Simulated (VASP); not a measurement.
Wanted: the native input for a VASP 6.6.1 run.

| Item | Value |
| --- | --- |
| Task | single point |
| Functional | PBEsol |
| Potentials or basis | VASP PAW PBE potentials, release 64 (Cr_pv, V_sv, C) |
| Cutoff | 520 eV |
| k mesh | 9 × 9 × 9 |
| Occupations | fermi-dirac, width 0.05 eV |
| Spin | collinear spin, ferromagnetic start |
| Starting moments | [3.72, 2.48, 0.0, 0.0] μB |
| Fixed moment | 6.2 μB |
| Dipole correction | no |
| Further INCAR settings | ALGO = Normal; EDIFF = 1e-06; NBANDS = 28 |

The structure of VCrC2 lies in POSCAR:

```
VCrC2
1.0
    1.4606320425      0.8432963029      4.7393853233
   -1.4606320425      0.8432963029      4.7393853233
    0.0000000000     -1.6865926058      4.7393853233
Cr V C
1 1 2
Direct
    0.5000000000      0.5000000000      0.5000000000
    0.0000000000      0.0000000000      0.0000000000
    0.2487590000      0.2487590000      0.2487590000
    0.7512410000      0.7512410000      0.7512410000
```

One way to write it, as run:

INCAR

```
  PREC = Accurate
  ENCUT = 520
  EDIFF = 1E-6
  ISMEAR = -1
  SIGMA = 0.05
  LREAL = F
  LASPH = T
  NELM = 150
  ALGO = Normal
  ISIF = 2
  LWAVE = F
  LCHARG = T
  ISPIN = 2
  MAGMOM = 3.72 2.48 0 0
  LORBIT = 11
  NUPDOWN = 6.2
  LMAXMIX = 4
  GGA = PS
  LELF = T
  LVHAR = T
  NBANDS = 28
```

KPOINTS

```
regular mesh
0
Gamma
  9 9 9
```

Potentials or basis: VASP PAW PBE potentials, release 64 (Cr_pv, V_sv, C).

The run is started by

```sh
$ cat potpaw_PBE.64/Cr_pv/POTCAR potpaw_PBE.64/V_sv/POTCAR potpaw_PBE.64/C/POTCAR > POTCAR
$ mpirun -np 1 vasp_std > vasp.out
```

It gave:

```yaml
Pressure: 40.2 GPa
Largest_force: 0.097 eV/Å
Net_moment: 6.20 μB per cell
Site_moments: Cr +2.93; V +1.88; C +0.32 μB
Valence_electrons_inside_the_program's_atomic_spheres: Cr 11.17; V 11.90; C 2.41
```

Caveat: the cell stands under pressure; the PAW data sets were made with another functional, which shifts forces and pressure a little; the total moment is fixed, so each spin has its own Fermi level.

Wall time 5.4 min on 1 thread of Intel(R) Xeon(R) Platinum 8259CL CPU @ 2.50GHz (Skylake/Cascade Lake) (shared host), peak memory 0.38 GiB.
